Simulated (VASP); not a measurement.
# LiH: single point with r2SCAN

Crystal: LiH.

```xyz
2
Lattice="0.0000 1.8862 1.9985 1.8862 0.0000 1.9985 1.8862 1.8862 0.0000" Properties=species:S:1:pos:R:3 pbc="T T T"
Li    0.0000    0.0000    0.0000
H     1.8862    1.8862    1.9985
```

This cell differs from its parent crystal: biaxial xy strain -5.6%.

- Program: VASP 6.6.1
- Task: single point
- Functional: r2SCAN
- Potentials or basis: VASP PAW PBE potentials, release 64 (Li_sv, H)
- Cutoff: 520 eV
- k mesh: 10 × 10 × 10
- Occupations: gaussian, width 0.01 eV
- Spin: no spin polarisation
- Dipole correction: no
- Further INCAR settings: ALGO = Normal; EDIFF = 1e-06; NBANDS = 9

The band gap on the k mesh is 2.78 eV, indirect (least direct gap 3.25 eV).

Levels at points of the mesh, in eV from the valence-band top:
```
           k point  band 1  band 2  band 3  band 4  band 5
(0.00, 0.00, 0.00)  -45.72   -6.11   19.05   20.43   20.43
(0.50, 0.00, 0.00)  -45.65   -3.17    5.81   15.68   18.91
(0.50, 0.50, 0.00)  -45.64   -0.47    2.78   12.97   12.97
(0.50, 0.00, 0.50)  -45.63    0.00    3.65   11.64   12.19
```

It took 40 s on 1 thread of Intel(R) Xeon(R) Platinum 8488C (Sapphire Rapids), on a shared host, peak memory 0.12 GiB.

Caveat: the cell differs from its parent crystal (biaxial xy strain -5.6%). A k mesh can miss the band edges.
